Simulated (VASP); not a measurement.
MgH2: single point with PBEsol+D3(BJ)

The system is MgH2.

```
CELL_PARAMETERS angstrom
0.00000 2.38107 2.38107
2.38107 0.00000 2.38107
2.38107 2.38107 0.00000
ATOMIC_POSITIONS crystal
Mg 0.00000 0.00000 0.00000
H 0.25000 0.25000 0.25000
H 0.75000 0.75000 0.75000
```

```
Program                : VASP 6.6.1
Task                   : single point
Functional             : PBEsol
Dispersion             : D3(BJ)
Potentials or basis    : VASP PAW PBE potentials, release 64 (Mg, H)
Cutoff                 : 520 eV
k mesh                 : 10 × 10 × 10
Occupations            : fermi-dirac, width 0.05 eV
Spin                   : no spin polarisation
Dipole correction      : no
Further INCAR settings : ALGO = Normal; EDIFF = 1e-06; NBANDS = 9
```

```json
{
 "Pressure": "-3.9 GPa",
 "Band gap on the k mesh": "zero (band 2 reaches 3.97 eV, above the bottom of band 3 at 2.39 eV)",
 "Dispersion energy per atom": "-0.124 eV"
}
```

Levels at points of the mesh, in eV from the Fermi level:
```
           k point  band 1  band 2  band 3  band 4  band 5  band 6
(0.00, 0.00, 0.00)   -9.93    1.13    9.28    9.28    9.28   11.81
(0.50, 0.00, 0.00)   -5.64   -5.56    6.76    7.33    8.94    8.94
(0.50, 0.50, 0.00)   -5.63   -2.21   -0.45    4.64    4.64    7.83
```

Run time: 5.4 s on 1 thread of Intel(R) Xeon(R) 6975P-C (Granite Rapids), with other jobs on the host, peak memory 0.17 GiB.

Caveat: three body term missing; the PAW data sets were made with another functional, which shifts forces and pressure a little; pairwise dispersion overbinds metals, which lowers pressure and volume.
